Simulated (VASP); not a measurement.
# C (Fd-3m) in VASP: a series of runs

C is run at these levels: PBE; tasks: single point, relaxation of cell and atoms.

All numbers are computed with VASP 6.6.1; they aren't measurements. Logs are shortened: lines on timing, memory, paths and dates and some standing lists are left out, and cuts for length are marked.

## (1) The cell of the first run

The structure is cubic, space group Fd-3m (No. 227). The conventional cell has a = 3.607 Å, b = 3.607 Å, c = 3.607 Å, α = 90.00°, β = 90.00°, γ = 90.00°. Within 2.1 Å of C (site symmetry -43m) lie 4 C at 1.56 Å.

## (2) Single point, PBE (volume scaled by 1.03)

Contents of INCAR:

```
ALGO = Normal
EDIFF = 1E-6
ENCUT = 520
GGA = PE
ISIF = 2
ISMEAR = 0
LASPH = T
LCHARG = F
LREAL = F
LWAVE = F
NBANDS = 11
NELM = 100
PREC = Accurate
SIGMA = 0.02
```

Contents of KPOINTS:

```
k-points
0
Gamma
  12 12 12
```

Contents of POSCAR:

```
C
1.0
    0.0000000000      1.8034185768      1.8034185768
    1.8034185768      0.0000000000      1.8034185768
    1.8034185768      1.8034185768      0.0000000000
C
2
Direct
    0.0000000000      0.0000000000      0.0000000000
    0.2500000000      0.2500000000      0.2500000000
```

Potentials or basis: VASP PAW PBE potentials, release 64 (C).

On the command line:

```bash
cat potpaw_PBE.64/C/POTCAR > POTCAR
mpirun -np 1 vasp_std > vasp.out
```

OUTCAR:

```text
EDIFF = 1E-6
   ENCUT = 520
   GGA = PE
   ISIF = 2
   ISMEAR = 0
   LASPH = T
   LREAL = F
   NELM = 100
   PREC = Accurate

 ion  position               nearest neighbor table
   1  0.000  0.000  0.000-   2 1.56   2 1.56   2 1.56   2 1.56
   2  0.250  0.250  0.250-   1 1.56   1 1.56   1 1.56   1 1.56

  LATTYP: Found a face centered cubic cell.
 ALAT       =     3.6068371536

  Lattice vectors:

 A1 = (   0.0000000000,   1.8034185768,   1.8034185768)
 A2 = (   1.8034185768,   0.0000000000,   1.8034185768)
 A3 = (   1.8034185768,   1.8034185768,   0.0000000000)

Analysis of symmetry for initial positions (statically):
=====================================================================
 Subroutine PRICEL returns:
 Original cell was already a primitive cell.

 Routine SETGRP: Setting up the symmetry group for a
 face centered cubic supercell.

 Subroutine GETGRP returns: Found 48 space group operations
 (whereof 24 operations were pure point group operations)
 out of a pool of 48 trial point group operations.

The static configuration has the point symmetry T_d .
 The point group associated with its full space group is O_h .

Analysis of symmetry for dynamics (positions and initial velocities):
=====================================================================
 Subroutine PRICEL returns:
 Original cell was already a primitive cell.

 Routine SETGRP: Setting up the symmetry group for a
 face centered cubic supercell.

 Subroutine GETGRP returns: Found 48 space group operations
 (whereof 24 operations were pure point group operations)
 out of a pool of 48 trial point group operations.

The dynamic configuration has the point symmetry T_d .
 The point group associated with its full space group is O_h .

 Subroutine INISYM returns: Found 48 space group operations
 (whereof 24 operations are pure point group operations),
 and found     1 'primitive' translations

----------------------------------------------------------------------------------------

                                     Primitive cell

  volume of cell :      11.7306

  direct lattice vectors                    reciprocal lattice vectors
     0.000000000  1.803418577  1.803418577    -0.277251220  0.277251220  0.277251220
     1.803418577  0.000000000  1.803418577     0.277251220 -0.277251220  0.277251220
     1.803418577  1.803418577  0.000000000     0.277251220  0.277251220 -0.277251220

  length of vectors
     2.550419010  2.550419010  2.550419010     0.480213199  0.480213199  0.480213199

  position of ions in fractional coordinates (direct lattice)
     0.000000000  0.000000000  0.000000000
     0.250000000  0.250000000  0.250000000

  ion indices of the primitive-cell ions
   primitive index   ion index
                 1           1
                 2           2

----------------------------------------------------------------------------------------

 KPOINTS: k-points

Automatic generation of k-mesh.
 Grid dimensions read from file:
 generate k-points for:   12   12   12

 Generating k-lattice:

  Cartesian coordinates                     Fractional coordinates (reciprocal lattice)
    -0.023104268  0.023104268  0.023104268     0.083333333  0.000000000  0.000000000
     0.023104268 -0.023104268  0.023104268     0.000000000  0.083333333  0.000000000
     0.023104268  0.023104268 -0.023104268     0.000000000  0.000000000  0.083333333

  Length of vectors
     0.040017767  0.040017767  0.040017767

  Shift w.r.t. Gamma in fractional coordinates (k-lattice)
     0.000000000  0.000000000  0.000000000

 Subroutine IBZKPT returns following result:
 ===========================================

 Found     72 irreducible k-points:

 Following reciprocal coordinates:
            Coordinates               Weight
  0.000000  0.000000  0.000000      1.000000
  0.083333  0.000000  0.000000      8.000000
  0.166667  0.000000  0.000000      8.000000
  0.250000  0.000000  0.000000      8.000000
  0.333333  0.000000  0.000000      8.000000
  0.416667  0.000000  0.000000      8.000000
[... 16 lines left out ...]
  0.500000  0.166667  0.000000     24.000000
 -0.416667  0.166667  0.000000     24.000000
 [... further k-points ...]
   k-points           NKPTS =     72   k-points in BZ     NKDIM =     72   number of bands    NBANDS=     11
   number of dos      NEDOS =    301   number of ions     NIONS =      2
   total plane-waves  NPLWV =   8000
   dimension x,y,z NGX =    20 NGY =   20 NGZ =   20
   dimension x,y,z NGXF=    40 NGYF=   40 NGZF=   40
   ions per type =               2
   NGX,Y,Z   is equivalent  to a cutoff of  13.04, 13.04, 13.04 a.u.
   NGXF,Y,Z  is equivalent  to a cutoff of  26.07, 26.07, 26.07 a.u.
 SYSTEM =  unknown system
   PREC   = accura    normal or accurate (medium, high low for compatibility)
   ISTART =      0    job   : 0-new  1-cont  2-samecut
   ICHARG =      2    charge: 1-file 2-atom 10-const
   ISPIN  =      1    spin polarized calculation?
   LNONCOLLINEAR =      F non collinear calculations
   LSORBIT =      F    spin-orbit coupling
   LASPH  =      T    aspherical Exc in radial PAW
   ENCUT  =  520.0 eV  38.22 Ry    6.18 a.u.   4.74  4.74  4.74*2*pi/ulx,y,z
   NELM   =    100;   NELMIN=  2; NELMDL= -5     # of ELM steps
   EDIFF  = 0.1E-05   stopping-criterion for ELM
   LREAL  =      F    real-space projection
   EDIFFG = 0.1E-04   stopping-criterion for IOM
   NSW    =      0    number of steps for IOM
   IBRION =     -1    ionic relax: 0-MD 1-quasi-New 2-CG
   NFREE  =      0    steps in history (QN), initial steepest desc. (CG)
   ISIF   =      2    stress and relaxation
   ISYM   =      2    0-nonsym 1-usesym 2-fastsym
   POTIM  = 0.5000    time-step for ionic-motion
   TEBEG  =    0.0;   TEEND  =   0.0 temperature during run
   PSTRESS=    0.0 pullay stress
   NELECT =       8.0000    total number of electrons
   NUPDOWN=      -1.0000    fix difference up-down
   EMIN   =  10.00;   EMAX   =-10.00  energy-range for DOS
   EFERMI =   0.00;   METHOD = LEGACY
   ISMEAR =     0;   SIGMA  =   0.02  broadening in eV -4-tet -1-fermi 0-gaus
   EFERMI_NEDOS =   21; number of points for ismear=-14 and -15
   IALGO  =     38    algorithm
   IMIX   =      4    mixing-type and parameters
     AMIX     =   0.40;   BMIX     =  1.00
     AMIX_MAG =   1.60;   BMIX_MAG =  1.00
  volume/ion in A,a.u.               =       5.87        39.58
  Fermi-wavevector in a.u.,A,eV,Ry     =   1.441003  2.723101 28.252366  2.076490
  Thomas-Fermi vector in A             =   2.559684
   LORBIT       =      0    0 simple, 1 ext, 2 COOP (PROOUT), +10 PAW based schemes
   GGA     = PE    functional components
   LHFCALC =     F    Hartree Fock is set to
   AEXX    =    0.0000 exact exchange contribution
   IVDW    =     0    specifies the selected vdW correction
   LEPSILON=     F    determine dielectric tensor
   LRPA    =     F    only Hartree local field effects (RPA)
 non-spin polarized calculation
 Gauss-broadening in eV      SIGMA  =   0.02
  energy-cutoff  :      520.00
  volume of cell :       11.73
 maximum number of plane-waves:       332
   NGX =  9   NGY =  9   NGZ =  9

 number of electron       8.0000000 magnetization

 Free energy of the ion-electron system (eV)
  ---------------------------------------------------
  ext. energy  EPLUGINS =         0.00000000
  ---------------------------------------------------
  free energy    TOTEN  =       -18.17441655 eV

  energy without entropy =      -18.17441655  energy(sigma->0) =      -18.17441655

 E-fermi :   9.3731     XC(G=0): -13.0831

 val. band max:        9.2507033132   @ k =   0.0000   0.0000   0.0000
 cond. band min:      13.3281375148   @ k =   0.3333   0.3333   0.0000
 fundamental gap:      4.0774342015
 Fermi energy:         9.3731384752

 k-point     1 :       0.0000    0.0000    0.0000
  band No.  band energies     occupation
      1     -11.7809      2.00000
      2       9.2507      2.00000
      3       9.2507      2.00000
      4       9.2507      2.00000
      5      14.7486      0.00000
      6      14.7486      0.00000
      7      14.7486      0.00000
      8      21.8226      0.00000
      9      28.1219      0.00000
     10      35.4208      0.00000
     11      35.4208      0.00000

 k-point     2 :       0.0833    0.0000    0.0000
  band No.  band energies     occupation
      1     -11.5929      2.00000
      2       8.0568      2.00000
      3       8.9402      2.00000
      4       8.9402      2.00000
      5      15.1559      0.00000
      6      15.1559      0.00000
      7      15.4237      0.00000
      8      22.0118      0.00000
      9      28.4384      0.00000
     10      33.3561      0.00000
     11      33.3561      0.00000

 k-point     3 :       0.1667    0.0000    0.0000
  band No.  band energies     occupation
      1     -11.0316      2.00000
      2       5.5863      2.00000
      3       8.2630      2.00000
      4       8.2630      2.00000
      5      16.0451      0.00000
      6      16.0451      0.00000
      7      16.4282      0.00000
      8      22.5618      0.00000
      9      29.1037      0.00000
     10      31.7980      0.00000
     11      31.7980      0.00000
[... 267 lines left out ...]
 k-point    23 :       0.5000    0.1667    0.0000
  band No.  band energies     occupation
      1      -6.1881      2.00000
      2      -2.4629      2.00000
      3       4.3852      2.00000
      4       5.4124      2.00000
      5      16.2172      0.00000
      6      19.7395      0.00000
      7      20.0486      0.00000
      8      23.2064      0.00000
      9      28.9937      0.00000
     10      32.4552      0.00000
     11      35.3828      0.00000

 k-point    24 :      -0.4167    0.1667    0.0000
  band No.  band energies     occupation
      1      -5.7840      2.00000
      2      -2.9508      2.00000
      3       3.9157      2.00000
      4       5.7774      2.00000
      5      16.6397      0.00000
      6      19.2660      0.00000
      7      20.0300      0.00000
      8      24.2914      0.00000
      9      28.3235      0.00000
     10      33.0696      0.00000
     11      33.2041      0.00000

 [... further k-points ...]

------------------------ aborting loop because EDIFF is reached ----------------------------------------

  FORCE on cell =-STRESS in cart. coord.  units (eV):
  Direction    XX          YY          ZZ          XY          YZ          ZX
  --------------------------------------------------------------------------------------
  -------------------------------------------------------------------------------------
  Total       -0.8440262     -0.8440262     -0.8440262      0.0000000      0.0000000     -0.0000000
  in kB     -115.2781289   -115.2781289   -115.2781289      0.0000000      0.0000000     -0.0000000
  external PRESSURE =    -115.2781289 kB  Pullay stress =       0.0000000 kB

 VOLUME and BASIS-vectors are now :
 -----------------------------------------------------------------------------
  energy-cutoff  :      520.00
  volume of cell :       11.73
      direct lattice vectors                 reciprocal lattice vectors
     0.000000000  1.803418577  1.803418577    -0.277251220  0.277251220  0.277251220
     1.803418577  0.000000000  1.803418577     0.277251220 -0.277251220  0.277251220
     1.803418577  1.803418577  0.000000000     0.277251220  0.277251220 -0.277251220

 POSITION                                       TOTAL-FORCE (eV/Angst)
 -----------------------------------------------------------------------------------
      0.00000      0.00000      0.00000        -0.000000     -0.000000      0.000000
      0.90171      0.90171      0.90171         0.000000      0.000000     -0.000000
 -----------------------------------------------------------------------------------
    total drift:                                0.000000      0.000000      0.000000

  FREE ENERGIE OF THE ION-ELECTRON SYSTEM (eV)
  ---------------------------------------------------
  free  energy   TOTEN  =       -18.1744165534 eV

  energy  without entropy=      -18.1744165534  energy(sigma->0) =      -18.17441655
```

Run time: 5.3 s. Hardware: 1 thread of Intel Xeon Platinum 8559C (Emerald Rapids), shared host; peak memory 0.12 GiB.

Results:

| Item | Value |
| --- | --- |
| Free energy | -18.1744 eV |
| Pressure | -11.5 GPa |
| Band gap on the k mesh | 4.08 eV, indirect (least direct gap 5.50 eV) |

Caveat: the cell differs from its parent crystal (volume scaled by 1.03).

## (3) Single point, PBE

This run uses another cell than the first one, of 5.69 Å³/atom, 0.971 times its volume.

Contents of INCAR:

```
SYSTEM = C
PREC = Accurate
ENCUT = 520
EDIFF = 1E-6
ISMEAR = 0
SIGMA = 0.02
LREAL = .FALSE.
LASPH = .TRUE.
NELM = 100
ALGO = Normal
ISIF = 2
LWAVE = .FALSE.
LCHARG = .FALSE.
GGA = PE
NBANDS = 11
```

Contents of KPOINTS:

```
Automatic mesh
0
G
  12 12 12
  0 0 0
```

Contents of POSCAR:

```
C
1.0
    0.0000000000      1.7857368625      1.7857368625
    1.7857368625      0.0000000000      1.7857368625
    1.7857368625      1.7857368625      0.0000000000
C
2
Direct
    0.0000000000      0.0000000000      0.0000000000
    0.2500000000      0.2500000000      0.2500000000
```

Potentials or basis: VASP PAW PBE potentials, release 64 (C).

On the command line:

```bash
cat potpaw_PBE.64/C/POTCAR > POTCAR
mpirun -np 1 vasp_std > vasp.out
```

OUTCAR:

```text
SYSTEM = C
   PREC = Accurate
   ENCUT = 520
   EDIFF = 1E-6
   ISMEAR = 0
   LREAL = .FALSE.
   LASPH = .TRUE.
   NELM = 100
   ISIF = 2
   GGA = PE

 ion  position               nearest neighbor table
   1  0.000  0.000  0.000-   2 1.55   2 1.55   2 1.55   2 1.55
   2  0.250  0.250  0.250-   1 1.55   1 1.55   1 1.55   1 1.55

  LATTYP: Found a face centered cubic cell.
 ALAT       =     3.5714737250

  Lattice vectors:

 A1 = (   0.0000000000,   1.7857368625,   1.7857368625)
 A2 = (   1.7857368625,   0.0000000000,   1.7857368625)
 A3 = (   1.7857368625,   1.7857368625,   0.0000000000)

Analysis of symmetry for initial positions (statically):
=====================================================================
 Subroutine PRICEL returns:
 Original cell was already a primitive cell.

 Routine SETGRP: Setting up the symmetry group for a
 face centered cubic supercell.

 Subroutine GETGRP returns: Found 48 space group operations
 (whereof 24 operations were pure point group operations)
 out of a pool of 48 trial point group operations.

The static configuration has the point symmetry T_d .
 The point group associated with its full space group is O_h .

Analysis of symmetry for dynamics (positions and initial velocities):
=====================================================================
 Subroutine PRICEL returns:
 Original cell was already a primitive cell.

 Routine SETGRP: Setting up the symmetry group for a
 face centered cubic supercell.

 Subroutine GETGRP returns: Found 48 space group operations
 (whereof 24 operations were pure point group operations)
 out of a pool of 48 trial point group operations.

The dynamic configuration has the point symmetry T_d .
 The point group associated with its full space group is O_h .

 Subroutine INISYM returns: Found 48 space group operations
 (whereof 24 operations are pure point group operations),
 and found     1 'primitive' translations
[... 119 lines left out ...]
   LORBIT       =      0    0 simple, 1 ext, 2 COOP (PROOUT), +10 PAW based schemes
   GGA     = PE    functional components
   LHFCALC =     F    Hartree Fock is set to
   AEXX    =    0.0000 exact exchange contribution
   IVDW    =     0    specifies the selected vdW correction
   LEPSILON=     F    determine dielectric tensor
   LRPA    =     F    only Hartree local field effects (RPA)
 non-spin polarized calculation
 Gauss-broadening in eV      SIGMA  =   0.02
  energy-cutoff  :      520.00
  volume of cell :       11.39
 maximum number of plane-waves:       331
   NGX =  9   NGY =  9   NGZ =  9

 number of electron       7.9999999 magnetization

 Free energy of the ion-electron system (eV)
  ---------------------------------------------------
  ext. energy  EPLUGINS =         0.00000000
  ---------------------------------------------------
  free energy    TOTEN  =       -18.18576161 eV

  energy without entropy =      -18.18576161  energy(sigma->0) =      -18.18576161

 E-fermi :   9.7760     XC(G=0): -13.2309

 val. band max:        9.6724315830   @ k =   0.0000   0.0000   0.0000
 cond. band min:      13.8165439797   @ k =   0.3333   0.3333   0.0000
 fundamental gap:      4.1441123966
 Fermi energy:         9.7760310761

 k-point     1 :       0.0000    0.0000    0.0000
  band No.  band energies     occupation
      1     -11.7513      2.00000
      2       9.6724      2.00000
      3       9.6724      2.00000
      4       9.6724      2.00000
      5      15.2515      0.00000
      6      15.2515      0.00000
      7      15.2515      0.00000
      8      22.9134      0.00000
      9      28.9155      0.00000
     10      36.1634      0.00000
     11      36.1634      0.00000
[... 309 lines left out ...]
 k-point    24 :      -0.4167    0.1667    0.0000
  band No.  band energies     occupation
      1      -5.5902      2.00000
      2      -2.8160      2.00000
      3       4.2153      2.00000
      4       6.0987      2.00000
      5      17.1915      0.00000
      6      19.8780      0.00000
      7      20.8267      0.00000
      8      25.0668      0.00000
      9      29.0761      0.00000
     10      33.8162      0.00000
     11      34.1726      0.00000

 [... further k-points ...]

------------------------ aborting loop because EDIFF is reached ----------------------------------------

  FORCE on cell =-STRESS in cart. coord.  units (eV):
  Direction    XX          YY          ZZ          XY          YZ          ZX
  --------------------------------------------------------------------------------------
  -------------------------------------------------------------------------------------
  Total        0.0500542      0.0500542      0.0500542     -0.0000000      0.0000000     -0.0000000
  in kB        7.0415526      7.0415526      7.0415526     -0.0000000      0.0000000     -0.0000000
  external PRESSURE =       7.0415526 kB  Pullay stress =       0.0000000 kB

 VOLUME and BASIS-vectors are now :
 -----------------------------------------------------------------------------
  energy-cutoff  :      520.00
  volume of cell :       11.39
      direct lattice vectors                 reciprocal lattice vectors
     0.000000000  1.785736863  1.785736863    -0.279996460  0.279996460  0.279996460
     1.785736863  0.000000000  1.785736863     0.279996460 -0.279996460  0.279996460
     1.785736863  1.785736863  0.000000000     0.279996460  0.279996460 -0.279996460

 POSITION                                       TOTAL-FORCE (eV/Angst)
 -----------------------------------------------------------------------------------
      0.00000      0.00000      0.00000         0.000000      0.000000      0.000000
      0.89287      0.89287      0.89287        -0.000000     -0.000000     -0.000000
 -----------------------------------------------------------------------------------
    total drift:                                0.000000      0.000000      0.000000

  FREE ENERGIE OF THE ION-ELECTRON SYSTEM (eV)
  ---------------------------------------------------
  free  energy   TOTEN  =       -18.1857616058 eV

  energy  without entropy=      -18.1857616058  energy(sigma->0) =      -18.18576161
```

stdout:

```text
POSCAR found type information on POSCAR C
 POSCAR found :  1 types and       2 ions
 scaLAPACK will be used
 LDA part: xc-table for (Slater+PW92), standard interpolation
 POSCAR, INCAR and KPOINTS ok, starting setup
 FFT: planning ... GRIDC
 FFT: planning ... GRID_SOFT
 FFT: planning ... GRID
 WAVECAR not read
 entering main loop
```

It took 5.6 s on 1 thread of Intel Xeon Platinum 8559C (Emerald Rapids), shared host; peak memory 0.12 GiB.

What came out:

```
Free energy            : -18.1858 eV
Pressure               : 0.7 GPa
Band gap on the k mesh : 4.14 eV, indirect (least direct gap 5.58 eV)
```

(Continued in part 2 of 2.)
